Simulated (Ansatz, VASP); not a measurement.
## Rh: VASP beside Ansatz

```xyz
2
Lattice="0.0000 2.5993 2.5993 2.5993 0.0000 2.5993 2.5993 2.5993 0.0000" Properties=species:S:1:pos:R:3 pbc="T T T"
Rh   -0.6108   -0.6888   -0.6888
Rh    0.6108    0.6888    0.6888
```

Change from the starting cell: shortest bond scaled by 0.94, PAW files.

Alike in both runs: task electric field gradients; functional PBE; k mesh 10 × 10 × 10; occupations fermi-dirac, width 0.05 eV; no spin polarisation.

|  | VASP | Ansatz |
| --- | --- | --- |
| version | VASP 6.6.1 | Ansatz 0.2.0 |
| potentials or method | VASP PAW PBE potentials, release 64 (Rh_pv) | PAW with Ansatz's default frozen-core files, scalar-relativistic |
| plane-wave cutoff (eV) | 520 | 420 |
| valence electrons in the cell | 30 | 34 |

|  | VASP | Ansatz | Ansatz less VASP |
| --- | --- | --- | --- |
| pressure (GPa) | 38.1 | 37.4 | -0.71 |
| traceless stress, the component that is largest in VASP (GPa) | -13.02 | -12.39 | +0.626 |
| rms of the force components (eV/Å) | 1.880 | 1.772 | -0.1081 |
| size of Vzz on the site where it differs most (V/Å²) | 53.1 | 75.4 | +22.34 |

Atom by atom the forces differ by 0.108 eV/Å (rms over components). Both programs put the cell under a high pressure, so it lies far from rest at this level. With one functional, cell and mesh, what is left measures potentials, basis and numerics. VASP's potentials hold 30 valence electrons a cell and Ansatz's 34, so a difference there can come from the potentials and not from the codes.
